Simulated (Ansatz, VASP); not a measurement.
One calculation of KCl, two programs

INCAR

```
SYSTEM = KCl
  ALGO = Normal
  EDIFF = 1E-6
  ENCUT = 520
  GGA = PE
  ISIF = 2
  ISMEAR = 0
  LASPH = .TRUE.
  LCHARG = .FALSE.
  LREAL = .FALSE.
  LWAVE = .FALSE.
  NBANDS = 15
  NELM = 60
  PREC = Accurate
  SIGMA = 0.05
```

File KPOINTS:

```
k-points
0
G
  6 6 6
  0 0 0
```

Contents of POSCAR:

```
KCl
1.0
    0.0000000000      2.9036120000      2.9036120000
    2.9036120000      0.0000000000      2.9036120000
    2.9036120000      2.9036120000      0.0000000000
K Cl
1 1
Direct
    0.0000000000      0.0000000000      0.0000000000
    0.5000000000      0.5000000000      0.5000000000
```

Input for Ansatz:

```yaml
crystal:
  lattice:
    - [0.0, 2.903612, 2.903612]
    - [2.903612, 0.0, 2.903612]
    - [2.903612, 2.903612, 0.0]
  atoms:
    - { symbol: K, position: [0.0, 0.0, 0.0] }
    - { symbol: Cl, position: [0.5, 0.5, 0.5] }
basis:
  ecutwfc: 420
kpoints:
  mp_grid: { grid: [6, 6, 6] }
hamiltonian:
  xc: pbe
scf:
  occupations: { method: gaussian, width: 0.05 }
output:
  forces: true
  stress: true
  eigenvalues: true
  write_density: true
  write_potential: true
  elf: true
  volumetric_format: npy
```

Change from the starting cell: strain -0.080 along x and y, -0.080 along z, atoms carried along.

Alike in both runs: task single point; functional PBE; k mesh 6 × 6 × 6; occupations gaussian, width 0.05 eV; no spin polarisation.

|  | VASP | Ansatz |
| --- | --- | --- |
| version | VASP 6.6.1 | Ansatz 0.2.0 |
| potentials or method | VASP PAW PBE potentials, release 64 (K_sv, Cl), cutoff 520 eV | scalar-relativistic, plane waves, PAW |
| valence electrons in the cell | 16 | 16 |

```csv
,VASP,Ansatz,Ansatz less VASP
gap on the k mesh at the Fermi level (eV),6.15,6.15,+0.005
least direct gap on the mesh (eV),6.15,6.15,+0.005
pressure (GPa),9.3,9.1,-0.15
```
